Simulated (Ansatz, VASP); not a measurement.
## HfZrS3: VASP beside Ansatz

```
Zr Hf S
1.0
     3.91598    0.00000    0.00000
     0.00000    3.91598    0.00000
     0.00000    0.00000    6.66926
Zr Hf S
1 1 3
Direct
  0.00000 0.00000 0.53840
  0.00000 0.00000 0.11926
  0.50000 0.00000 0.27373
  0.00000 0.50000 0.27373
  0.50000 0.50000 0.44211
```

Alike in both runs: task single point; functional PBE; k mesh 4 × 4 × 4; occupations gaussian, width 0.1 eV; no spin polarisation.

```csv
,VASP,Ansatz
version,VASP 6.6.1,Ansatz 0.2.0
potentials or method,"VASP PAW PBE potentials, release 64 (Zr_sv, Hf_pv, S), cutoff 520 eV","scalar-relativistic, plane waves, PAW"
valence electrons in the cell,40,56
```

```tsv
	VASP	Ansatz	Ansatz less VASP
gap on the k mesh at the Fermi level (eV)	none	none	-
rms of the force components (eV/Å)	2.777	2.763	-0.0139
```

Atom by atom the forces differ by 0.026 eV/Å (rms over components). A gap of «none» marks a metal or a gap that the smearing closes. VASP's potentials hold 40 valence electrons a cell and Ansatz's 56, so a difference there can come from the potentials and not from the codes.

The k mesh is coarse, so the values compare programs but aren't converged. Spin-orbit coupling is off throughout.
